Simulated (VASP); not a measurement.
# H18CO10 in VASP: single point with LDA

Aim: the single point of H18CO10 with LDA.

Everything below comes from runs of VASP 6.6.1. Logs are shortened: lines on timing, memory, paths and dates and some standing lists are left out, and cuts for length are marked.

### Step 1. The cell of the first run

The cell holds a disordered packing, 29 atoms: a = 6.713 Å, b = 6.707 Å, c = 7.009 Å, α = 90.00°, β = 90.00°, γ = 90.00°.

### Step 2. Single point, LDA

File INCAR:

```
SYSTEM = H18CO10
ALGO     = Normal         ! electronic algorithm
EDIFF    = 1E-6           ! SCF threshold, eV
ENCUT    = 910            ! plane-wave cutoff, eV
GGA      = CA             ! functional
GGA_COMPAT= .FALSE.      
ISIF     = 2              ! what is computed and relaxed
ISMEAR   = -1             ! smearing method
LASPH    = .TRUE.         ! aspherical terms in the spheres
LCHARG   = .TRUE.         ! write CHGCAR
LELF     = .TRUE.         ! ELF
LREAL    = Auto         
LVHAR    = .TRUE.       
LWAVE    = .FALSE.        ! write WAVECAR
NBANDS   = 61             ! bands
NELM     = 120            ! most SCF steps
PREC     = Accurate       ! precision mode
SIGMA    = 0.05           ! smearing width, eV
```

File KPOINTS:

```
k-points
0
G
  1 1 1
  0 0 0
```

File POSCAR:

```
H18CO10
1.0
    6.7132080000      0.0000000000      0.0000000000
    0.0000000000      6.7068970000      0.0000000000
    0.0000000000      0.0000000000      7.0088280000
O H C
10 18 1
Direct
    0.8463017979      0.2638627073      0.9981982722
    0.7519057953      1.0249300086      0.6806844169
    0.5511522956      0.7108205180      0.4467936722
    0.9013723394      0.2190133530      0.3427962564
    0.1084429382      0.4956539514      0.4475641291
    0.2313499001      0.1852868771     -0.0941098854
    0.3426379758      0.8470235938      0.7084065981
    0.9907930754      0.7318585629      0.6905291441
    0.4448692786      0.5330632034      0.8678769118
    0.6143709535      0.6715773330      1.0992280022
    0.7768864007      0.1732843072      0.9019054256
    0.9924167403      0.2306879023      0.9546817242
    0.6090977667      0.9849562324      0.6849076622
    0.8356213602      0.9040246182      0.6764326361
    0.6364617333      0.6342277211      0.5351108630
    0.5831638168      0.6787937850      0.2991084957
    0.8336252951      0.1494431777      0.4472645070
    0.8637897113      0.2553789032      0.1871639595
    0.2450393314      0.4527727204      0.4760995704
    0.0136745353      0.3319567902      0.3838444887
    0.3206514680      0.2944431680     -0.1216037831
    0.2697667047      0.0960951093     -0.2028441845
    0.1321871749      0.7876071453      0.7284955488
    0.4051863133      0.8068112571      0.5833928297
    1.0530285968      0.5768390360      0.5470386775
    0.9516463664      0.6756626798      0.8146297783
    0.4196056490      0.7440251431      0.8014892076
    0.5032169419      0.3747038310      1.1125968564
    0.5276612910      0.5229691167      1.0251642643
```

Potentials or basis: VASP PAW LDA potentials, release 64 (O_h, H_h, C_h).

The run is started by

```
> cat potpaw_LDA.64/O_h/POTCAR potpaw_LDA.64/H_h/POTCAR potpaw_LDA.64/C_h/POTCAR > POTCAR
> mpirun -np 1 vasp_gam > vasp.out
```

OUTCAR:

```text
SYSTEM = H18CO10
   EDIFF = 1E-6
   ENCUT = 910
   GGA = CA
   ISIF = 2
   ISMEAR = -1
   LASPH = .TRUE.
   LREAL = Auto
   NELM = 120
   PREC = Accurate

 ion  position               nearest neighbor table
   1  0.846  0.264  0.998-  11 1.02  12 1.05
   2  0.752  0.025  0.681-  14 0.99  13 1.00
   3  0.551  0.711  0.447-  15 0.99  16 1.08
   4  0.901  0.219  0.343-  17 0.98  20 1.11  18 1.15
   5  0.108  0.496  0.448-  25 0.96  19 0.98
   6  0.231  0.185  0.906-  21 0.97  22 1.00
   7  0.343  0.847  0.708-  24 1.01  27 1.08
   8  0.991  0.732  0.691-  26 0.98  23 1.05
   9  0.445  0.533  0.868-  29 1.24
  10  0.614  0.672  0.099-  29 1.27
  11  0.777  0.173  0.902-   1 1.02
  12  0.992  0.231  0.955-   1 1.05
  13  0.609  0.985  0.685-   2 1.00
  14  0.836  0.904  0.676-   2 0.99
[... 12 lines left out ...]
  27  0.420  0.744  0.801-   7 1.08
  28  0.503  0.375  0.113-  29 1.18
  29  0.528  0.523  0.025-  28 1.18   9 1.24  10 1.27

  LATTYP: Found a simple orthorhombic cell.
 ALAT       =     6.7068970000
 B/A-ratio  =     1.0009409717
 C/A-ratio  =     1.0450179867

  Lattice vectors:

 A1 = (   0.0000000000,  -6.7068970000,   0.0000000000)
 A2 = (   6.7132080000,   0.0000000000,   0.0000000000)
 A3 = (   0.0000000000,   0.0000000000,   7.0088280000)

Analysis of symmetry for initial positions (statically):
=====================================================================
 Subroutine PRICEL returns:
 Original cell was already a primitive cell.

 Routine SETGRP: Setting up the symmetry group for a
 simple orthorhombic supercell.

 Subroutine GETGRP returns: Found  1 space group operations
 (whereof  1 operations were pure point group operations)
 out of a pool of  8 trial point group operations.

The static configuration has the point symmetry C_1 .

Analysis of symmetry for dynamics (positions and initial velocities):
=====================================================================
 Subroutine PRICEL returns:
 Original cell was already a primitive cell.

 Routine SETGRP: Setting up the symmetry group for a
 simple orthorhombic supercell.

 Subroutine GETGRP returns: Found  1 space group operations
 (whereof  1 operations were pure point group operations)
 out of a pool of  8 trial point group operations.

The dynamic configuration has the point symmetry C_1 .

 Subroutine INISYM returns: Found  1 space group operations
 (whereof  1 operations are pure point group operations),
 and found     1 'primitive' translations

----------------------------------------------------------------------------------------

                                     Primitive cell

  volume of cell :     315.5710

  direct lattice vectors                    reciprocal lattice vectors
     6.713208000  0.000000000  0.000000000     0.148960080  0.000000000  0.000000000
     0.000000000  6.706897000  0.000000000     0.000000000  0.149100247  0.000000000
     0.000000000  0.000000000  7.008828000     0.000000000  0.000000000  0.142677207

  length of vectors
     6.713208000  6.706897000  7.008828000     0.148960080  0.149100247  0.142677207

  position of ions in fractional coordinates (direct lattice)
     0.846301798  0.263862707  0.998198272
     0.751905795  0.024930009  0.680684417
     0.551152296  0.710820518  0.446793672
     0.901372339  0.219013353  0.342796256
     0.108442938  0.495653951  0.447564129
     0.231349900  0.185286877  0.905890115
[... 21 lines left out ...]
     0.503216942  0.374703831  0.112596856
     0.527661291  0.522969117  0.025164264

  ion indices of the primitive-cell ions
   primitive index   ion index
                 1           1
                 2           2
                 3           3
                 4           4
                 5           5
                 6           6
[... 21 lines left out ...]
                28          28
                29          29

----------------------------------------------------------------------------------------

 KPOINTS: k-points

Automatic generation of k-mesh.
 Grid dimensions read from file:
 generate k-points for:    1    1    1

 Generating k-lattice:

  Cartesian coordinates                     Fractional coordinates (reciprocal lattice)
     0.148960080  0.000000000  0.000000000     1.000000000  0.000000000  0.000000000
     0.000000000  0.149100247  0.000000000     0.000000000  1.000000000  0.000000000
     0.000000000  0.000000000  0.142677207     0.000000000  0.000000000  1.000000000

  Length of vectors
     0.148960080  0.149100247  0.142677207

  Shift w.r.t. Gamma in fractional coordinates (k-lattice)
     0.000000000  0.000000000  0.000000000

 Subroutine IBZKPT returns following result:
 ===========================================

 Found      1 irreducible k-points:

 Following reciprocal coordinates:
            Coordinates               Weight
  0.000000  0.000000  0.000000      1.000000
   k-points           NKPTS =      1   k-points in BZ     NKDIM =      1   number of bands    NBANDS=     61
   number of dos      NEDOS =    301   number of ions     NIONS =     29
   total plane-waves  NPLWV = 343000
   dimension x,y,z NGX =    70 NGY =   70 NGZ =   70
   dimension x,y,z NGXF=   140 NGYF=  140 NGZF=  140
   ions per type =              10  18   1
   NGX,Y,Z   is equivalent  to a cutoff of  17.33, 17.35, 16.60 a.u.
   NGXF,Y,Z  is equivalent  to a cutoff of  34.67, 34.70, 33.21 a.u.
 SYSTEM =  H18CO10
   PREC   = accura    normal or accurate (medium, high low for compatibility)
   ISTART =      0    job   : 0-new  1-cont  2-samecut
   ICHARG =      2    charge: 1-file 2-atom 10-const
   ISPIN  =      1    spin polarized calculation?
   LNONCOLLINEAR =      F non collinear calculations
   LSORBIT =      F    spin-orbit coupling
   LASPH  =      T    aspherical Exc in radial PAW
   ENCUT  =  910.0 eV  66.88 Ry    8.18 a.u.  16.51 16.50 17.24*2*pi/ulx,y,z
   NELM   =    120;   NELMIN=  2; NELMDL= -5     # of ELM steps
   EDIFF  = 0.1E-05   stopping-criterion for ELM
   LREAL  =      T    real-space projection
   EDIFFG = 0.1E-04   stopping-criterion for IOM
   NSW    =      0    number of steps for IOM
   IBRION =     -1    ionic relax: 0-MD 1-quasi-New 2-CG
   NFREE  =      0    steps in history (QN), initial steepest desc. (CG)
   ISIF   =      2    stress and relaxation
   ISYM   =      2    0-nonsym 1-usesym 2-fastsym
   POTIM  = 0.5000    time-step for ionic-motion
   TEBEG  =    0.0;   TEEND  =   0.0 temperature during run
   PSTRESS=    0.0 pullay stress
   NELECT =      82.0000    total number of electrons
   NUPDOWN=      -1.0000    fix difference up-down
   EMIN   =  10.00;   EMAX   =-10.00  energy-range for DOS
   EFERMI =   0.00;   METHOD = LEGACY
   ISMEAR =    -1;   SIGMA  =   0.05  broadening in eV -4-tet -1-fermi 0-gaus
   EFERMI_NEDOS =   21; number of points for ismear=-14 and -15
   IALGO  =     38    algorithm
   IMIX   =      4    mixing-type and parameters
     AMIX     =   0.40;   BMIX     =  1.00
     AMIX_MAG =   1.60;   BMIX_MAG =  1.00
  volume/ion in A,a.u.               =      10.88        73.43
  Fermi-wavevector in a.u.,A,eV,Ry     =   1.044673  1.974146 14.848607  1.091342
  Thomas-Fermi vector in A             =   2.179436
   LORBIT       =      0    0 simple, 1 ext, 2 COOP (PROOUT), +10 PAW based schemes
   GGA     = CA    functional components
   LHFCALC =     F    Hartree Fock is set to
   AEXX    =    0.0000 exact exchange contribution
   IVDW    =     0    specifies the selected vdW correction
   LEPSILON=     F    determine dielectric tensor
   LRPA    =     F    only Hartree local field effects (RPA)
 non-spin polarized calculation
  energy-cutoff  :      910.00
  volume of cell :      315.57
 maximum number of plane-waves:      9832
 NGX is ok and might be reduce to    70
   NGX = 33   NGY = 33   NGZ = 35

 number of electron      81.9999999 magnetization

 Free energy of the ion-electron system (eV)
  ---------------------------------------------------
  ext. energy  EPLUGINS =         0.00000000
  ---------------------------------------------------
  free energy    TOTEN  =      -157.22571058 eV

  energy without entropy =     -157.22571058  energy(sigma->0) =     -157.22571058

 E-fermi :  -1.9545     XC(G=0):  -7.0625

 val. band max:       -3.1569027113   @ k =   0.0000   0.0000   0.0000
 cond. band min:       1.2497464028   @ k =   0.0000   0.0000   0.0000
 fundamental gap:      4.4066491142
 Fermi energy:        -1.9545391539

 k-point     1 :       0.0000    0.0000    0.0000
  band No.  band energies     occupation
      1     -23.7157      2.00000
      2     -22.9696      2.00000
      3     -22.3887      2.00000
      4     -22.1205      2.00000
      5     -21.6951      2.00000
      6     -21.4456      2.00000
[... 45 lines left out ...]
     52       6.1387      0.00000
     53       6.4248      0.00000
 [bands above 53 left out]

------------------------ aborting loop because EDIFF is reached ----------------------------------------

  FORCE on cell =-STRESS in cart. coord.  units (eV):
  Direction    XX          YY          ZZ          XY          YZ          ZX
  --------------------------------------------------------------------------------------
  -------------------------------------------------------------------------------------
  Total       -2.0703220     -1.8367080     -2.7997085     -0.5863714      2.8627010      0.6314830
  in kB      -10.5111765     -9.3251011    -14.2143254     -2.9770507     14.5341429      3.2060854
  external PRESSURE =     -11.3502010 kB  Pullay stress =       0.0000000 kB

 VOLUME and BASIS-vectors are now :
 -----------------------------------------------------------------------------
  energy-cutoff  :      910.00
  volume of cell :      315.57
      direct lattice vectors                 reciprocal lattice vectors
     6.713208000  0.000000000  0.000000000     0.148960080  0.000000000  0.000000000
     0.000000000  6.706897000  0.000000000     0.000000000  0.149100247  0.000000000
     0.000000000  0.000000000  7.008828000     0.000000000  0.000000000  0.142677207

 POSITION                                       TOTAL-FORCE (eV/Angst)
 -----------------------------------------------------------------------------------
      5.68140      1.76970      6.99620         1.412990     -0.512019     -1.041394
      5.04770      0.16720      4.77080        -1.113900      1.581654      0.111876
      3.70000      4.76740      3.13150         0.216564     -0.652046      0.001176
      6.05110      1.46890      2.40260         1.275242      1.213497     -1.250016
      0.72800      3.32430      3.13690         1.745979     -2.355505     -2.507318
      1.55310      1.24270      6.34923        -0.561985     -1.026730     -0.719082
[... 21 lines left out ...]
      3.37820      2.51310      0.78917         0.420717      1.121399     -0.616958
      3.54230      3.50750      0.17637         0.306528      0.618983      2.132077
 -----------------------------------------------------------------------------------
    total drift:                                0.001886      0.005521     -0.001506

  FREE ENERGIE OF THE ION-ELECTRON SYSTEM (eV)
  ---------------------------------------------------
  free  energy   TOTEN  =      -157.2257105775 eV

  energy  without entropy=     -157.2257105775  energy(sigma->0) =     -157.22571058
```

Wall time 74 s (1 thread of Intel Xeon Platinum 8259CL at 2.50GHz (Skylake/Cascade Lake), shared host); peak memory 0.51 GiB.

Results:

```yaml
Free_energy: -157.2257 eV
Pressure: -1.1 GPa
Largest_force: 3.858 eV/Å
```

Forces on the atoms (eV/Å):
```
O    1.413 -0.512 -1.041
O   -1.114  1.582  0.112
O    0.217 -0.652  0.001
O    1.275  1.213 -1.250
O    1.746 -2.356 -2.507
O   -0.562 -1.027 -0.719
O    0.616  0.385  1.555
O   -0.122 -0.090  1.472
O   -0.279 -0.765 -1.305
O   -0.221 -1.262  0.056
H    0.051  0.190  0.573
H   -0.446  0.498  0.378
H    0.444 -0.078 -0.111
H    0.457 -0.693 -0.008
H   -0.203  0.179 -0.663
H    0.208  0.331  0.599
H   -0.564 -0.327  0.399
H   -0.738 -1.337  0.305
H   -0.168  0.628  0.152
H   -1.052 -0.102  0.614
H    0.425  1.645  0.098
H   -0.371 -0.598  0.671
H    0.387  0.147 -1.038
H    0.045 -0.316 -0.786
H   -0.742  1.384  1.843
H   -0.384 -0.229 -0.164
H   -1.045  0.420 -0.750
H    0.421  1.121 -0.617
C    0.307  0.619  2.132
```

Levels at points of the mesh, in eV from the Fermi level:
```tsv
k point	band 39	band 40	band 41	band 42	band 43	band 44
(0.00, 0.00, 0.00)	-1.68	-1.59	-1.20	3.20	4.26	5.29
```

Caveat: the k points lie up to 0.94 Å⁻¹ apart, too coarse for converged energies, forces and pressures; the atoms stand as in a frame of molecular dynamics.
